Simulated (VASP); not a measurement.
AlCu3: single point with LDA

AlCu3:

```
Al Cu
1.0
     0.11478    2.86939    2.86939
     2.86939    0.11478    2.86939
     2.86939    2.86939    0.11478
Al Cu
1 3
Direct
  0.00000 0.00000 0.00000
  0.50000 0.50000 0.50000
  0.25000 0.25000 0.25000
  0.75000 0.75000 0.75000
```

```
Program             : VASP 6.6.1
Task                : single point
Functional          : LDA
Potentials or basis : VASP PAW LDA potentials, release 64 (Al, Cu)
Cutoff              : 520 eV
k mesh              : 14 × 14 × 14
Occupations         : gaussian, width 0.15 eV
Spin                : no spin polarisation
```

The pressure is 9.1 GPa. The largest force is 0.004 eV/Å and the band gap on the k mesh is zero (bands 18 and 19 overlap by 6.01 eV).

Forces in eV/Å, atoms in the order of the input:
```
Al   0.000  0.000  0.000
Cu   0.000  0.000  0.000
Cu   0.002  0.002  0.002
Cu  -0.002 -0.002 -0.002
```

Stress tensor (GPa, compression positive):
```
 9.08 -4.94 -4.94
-4.94  9.08 -4.94
-4.94 -4.94  9.08
```

Levels at points of the mesh, in eV from the Fermi level:
```
           k point  band 15  band 16  band 17  band 18  band 19  band 20  band 21  band 22
(0.00, 0.00, 0.00)    -2.74    -2.74     3.12     3.83     4.12     4.12     4.61     4.61
(0.50, 0.00, 0.00)    -2.72    -2.69    -2.38     2.40     2.69     2.86     3.06     3.89
(0.50, 0.50, 0.00)    -2.65    -2.59    -2.52    -2.30    -2.10     1.94     2.87    10.89
(0.50, 0.50, 0.50)    -2.72    -2.72    -2.40     3.06     3.06     3.44     3.44     4.55
```

It took 7 min on 1 thread of Intel(R) Xeon(R) 6975P-C (Granite Rapids), on a shared host, peak memory 0.36 GiB.

Caveat: the cell stands under pressure.
